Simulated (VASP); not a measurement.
Set up this calculation in VASP 6.6.1, as the native input.

| Quantity | Value |
| --- | --- |
| Task | single point |
| Functional | PBEsol |
| Potentials or basis | VASP PAW PBE potentials, release 64 (F) |
| Cutoff | 520 eV |
| k mesh | 4 × 4 × 2 |
| Occupations | gaussian, width 0.05 eV |
| Spin | no spin polarisation |
| Dipole correction | no |
| Further INCAR settings | ALGO = Normal; EDIFF = 1e-06; NBANDS = 22 |

The structure of F lies in POSCAR:

```
F
1.0
    3.1291544055     -1.7984322814     -0.2413473825
    3.1291544055      1.7984322814     -0.2413473825
   -2.3528850754      0.0000000000      7.2022286687
F
4
Direct
    0.0848459664      0.0848459664      0.1059920108
    0.9151540336      0.9151540336      0.8940079892
    0.5015719855      0.5015719855      0.5937195244
    0.4984280145      0.4984280145      0.4062804756
```

These files were run (other wordings do the same):

INCAR

```
SYSTEM = F
PREC     = Accurate       ! precision mode
ENCUT    = 520            ! plane-wave cutoff, eV
EDIFF    = 1E-6           ! SCF threshold, eV
ISMEAR   = 0              ! smearing method
SIGMA    = 0.05           ! smearing width, eV
LREAL    = .FALSE.        ! projectors in reciprocal space
LASPH    = .TRUE.         ! aspherical terms in the spheres
NELM     = 60             ! most SCF steps
ALGO     = Normal         ! electronic algorithm
ISIF     = 2              ! what is computed and relaxed
LWAVE    = .FALSE.        ! write WAVECAR
LCHARG   = .FALSE.        ! write CHGCAR
GGA      = PS             ! functional
NBANDS   = 22             ! bands
```

KPOINTS

```
Automatic mesh
0
G
  4 4 2
  0 0 0
```

Potentials or basis: VASP PAW PBE potentials, release 64 (F).

Launch:

```console
$ cat potpaw_PBE.64/F/POTCAR > POTCAR
$ mpirun -np 1 vasp_std > vasp.out
```

It gave:

* Pressure: -4.1 GPa
* Largest force: 3.136 eV/Å
* Band gap on the k mesh: 1.76 eV, indirect (least direct gap 1.84 eV)

Caveat: the k points lie up to 0.51 Å⁻¹ apart; the PAW data sets were made with another functional, which shifts forces and pressure a little.

Run time: 13 s on 1 thread of Intel(R) Xeon(R) Platinum 8488C (Sapphire Rapids) (shared host), peak memory 0.18 GiB.
